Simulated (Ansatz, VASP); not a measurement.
# CaI2 in VASP and in Ansatz

The input INCAR:

```
PREC = Accurate
ENCUT = 520
EDIFF = 1E-8
ISMEAR = -1
SIGMA = 0.03
LREAL = False
LASPH = True
NELM = 80
ALGO = Normal
ISIF = 2
LWAVE = False
LCHARG = False
GGA = CA
LEFG = True
NBANDS = 19
```

KPOINTS

```
Automatic mesh
0
Gamma
  7 7 4
```

POSCAR

```
CaI2
1.0
    4.4137073332      0.0000000000      0.0000000000
   -2.2068536666      3.8223826754      0.0000000000
    0.0000000000      0.0000000000      7.5912971072
Ca I
1 2
Direct
    0.0000000000      0.0000000000      0.0000000000
    0.3333333333      0.6666666667      0.2292522738
    0.6666666667      0.3333333333      0.7707477262
```

Input for Ansatz:

```yaml
crystal:
  lattice:
    - [4.4137073332, 0.0, 0.0]
    - [-2.2068536666, 3.8223826754, 0.0]
    - [0.0, 0.0, 7.5912971072]
  atoms:
    - { symbol: Ca, position: [0.0, 0.0, 0.0] }
    - { symbol: I, position: [0.3333333333, 0.6666666667, 0.2292522738] }
    - { symbol: I, position: [0.6666666667, 0.3333333333, 0.7707477262] }
kpoints:
  mp_grid: { grid: [7, 7, 4] }
  band_path:
    path:
      - [0.0, 0.0, 0.0]
      - [0.5, 0.0, 0.0]
      - [0.3333333333, 0.3333333333, 0.0]
      - [0.0, 0.0, 0.0]
      - [0.0, 0.0, 0.5]
      - [0.5, 0.0, 0.5]
      - [0.3333333333, 0.3333333333, 0.5]
      - [0.0, 0.0, 0.5]
      - [0.5, 0.0, 0.5]
    npoints: 6
scf:
  occupations: { method: fermi_dirac, width: 0.03 }
hamiltonian:
  xc: lda
  pseudopotentials: { kind: paw }
output:
  forces: true
  stress: true
  eigenvalues: true
  efg: { contact_densities: true }
  populations: true
```

Change from the starting cell: volume scaled by 1, PAW files.

Alike in both runs: task electric field gradients; functional LDA; k mesh 7 × 7 × 4; occupations fermi-dirac, width 0.03 eV; no spin polarisation.

|  | VASP | Ansatz |
| --- | --- | --- |
| version | VASP 6.6.1 | Ansatz 0.2.0 |
| potentials or method | VASP PAW LDA potentials, release 64 (Ca_sv, I) | PAW with Ansatz's default frozen-core files, scalar-relativistic |
| plane-wave cutoff (eV) | 520 | 420 |
| valence electrons in the cell | 24 | 44 |

|  | VASP | Ansatz | Ansatz less VASP |
| --- | --- | --- | --- |
| gap on the k mesh at the Fermi level (eV) | 3.63 | 3.64 | +0.014 |
| pressure (GPa) | -0.6 | -0.7 | -0.09 |
| rms of the force components (eV/Å) | 0.006 | 0.004 | -0.0013 |
| size of Vzz on the site where it differs most (V/Å²) | 19.4 | 20.6 | +1.19 |

LDA's correlation is that of Perdew and Zunger in VASP and of Perdew and Wang (1992) in Ansatz. Atom by atom the forces differ by 0.010 eV/Å (rms over components). VASP's potentials hold 24 valence electrons a cell and Ansatz's 44, so a difference there can come from the potentials and not from the codes.

Neither program's run includes spin-orbit coupling.
